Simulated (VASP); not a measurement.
BN:

```
B N
1.0
     2.49134    0.00000    0.00000
    -1.24567    2.15756    0.00000
     0.00000    0.00000    4.00106
B N
2 2
Cartesian
  0.0000 0.0000 0.0000
  0.0000 0.0000 2.0005
  0.0000 1.4384 1.0003
  1.2457 0.7192 3.0008
```

Program: VASP 6.6.1. Alike in all runs: no spin polarisation; cell as given; cutoff (eV) 520; smearing gaussian 0.01 eV. Hardware: 1 thread of Intel(R) Xeon(R) Platinum 8259CL CPU @ 2.50GHz (Skylake/Cascade Lake) (shared host).

Question: Order these runs on this cell by their wall time, lowest first.
A. task single point; level LDA; potentials or basis VASP PAW LDA potentials, release 64 (B, N); k mesh 12 × 12 × 6
B. task dielectric tensor; level PBE; potentials or basis VASP PAW PBE potentials, release 64 (B, N); k mesh 9 × 9 × 6
C. task single point; level PBE; potentials or basis VASP PAW PBE potentials, release 64 (B, N); k mesh 6 × 6 × 4

Answer: C (6.6 s), A (16 s), B (120 s).

Caveats: some runs use coarse meshes.
